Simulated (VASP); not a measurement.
## Ru: single point with PBE

The system is Ru.

```
Ru
1.0
     0.00000    2.21304    2.21304
     2.21304    0.00000    2.21304
     2.21304    2.21304    0.00000
Ru
2
Direct
  0.87500 0.87500 0.87500
  0.12500 0.12500 0.12500
```

```yaml
Program: VASP 6.6.1
Task: single point
Functional: PBE
Potentials_or_basis: VASP PAW PBE potentials, release 64 (Ru_pv)
Cutoff: 520 eV
k_mesh: 15 × 15 × 15
Occupations: fermi-dirac, width 0.08 eV
Spin: no spin polarisation
Dipole_correction: no
Further_INCAR_settings: ALGO = Normal; EDIFF = 1e-06; NBANDS = 21
```

The pressure is 425.3 GPa and the band gap on the k mesh is zero (band 14 reaches 18.91 eV, above the bottom of band 15 at 17.09 eV).

Levels at points of the mesh, in eV from the Fermi level:
| k point | band 11 | band 12 | band 13 | band 14 | band 15 | band 16 | band 17 | band 18 |
| --- | --- | --- | --- | --- | --- | --- | --- | --- |
| (0.00, 0.00, 0.00) | -5.72 | -5.72 | -0.44 | -0.44 | -0.44 | 4.73 | 4.73 | 10.52 |

Run time: 30 s on 1 thread of Intel(R) Xeon(R) 6975P-C (Granite Rapids) (shared host), peak memory 0.16 GiB.
